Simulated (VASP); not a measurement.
Input of a VASP 6.6.1 run:

Contents of INCAR:

```
PREC = Accurate
ENCUT = 520
EDIFF = 1E-8
ISMEAR = -1
SIGMA = 0.05
LREAL = F
LASPH = T
NELM = 80
ALGO = Normal
ISIF = 2
LWAVE = F
LCHARG = F
GGA = CA
LEFG = T
NBANDS = 18
```

KPOINTS

```
regular mesh
0
Gamma
  10 10 10
```

POSCAR

```
ScPt
1.0
    3.2700000000     -0.0163500000     -0.0163500000
   -0.0163500000      3.2700000000     -0.0163500000
   -0.0163500000     -0.0163500000      3.2700000000
Sc Pt
1 1
Direct
    0.5000000000      0.5000000000      0.5000000000
    0.0000000000      0.0000000000      0.0000000000
```

Potentials or basis: VASP PAW LDA potentials, release 64 (Sc_sv, Pt).

Launch:

```console
$ cat potpaw_LDA.64/Sc_sv/POTCAR potpaw_LDA.64/Pt/POTCAR > POTCAR
$ mpirun -np 1 vasp_std > vasp.out
```

**Question.** Estimate the pressure.

**Answer.** -4.8 GPa.

**Question.** What does it give for the band gap on the k mesh?

**Answer.** Zero (an odd number of electrons rules out a gap without spin polarisation).

Electric field gradients, principal values (V/Å²):
```csv
atom,least,middle,greatest (by size)
1 Sc,0.666,0.666,-1.332
2 Pt,-6.009,-6.009,12.019
```

Caveat: the cell differs from its parent crystal (equal xy, yz and zx shear strains of -1 %); the cell stands under tension; without QUAD_EFG the Cq values of the log hold for a quadrupole moment of 1 mb, not for the nuclei; spin-orbit coupling is left out, which moves the levels of the heavy elements.
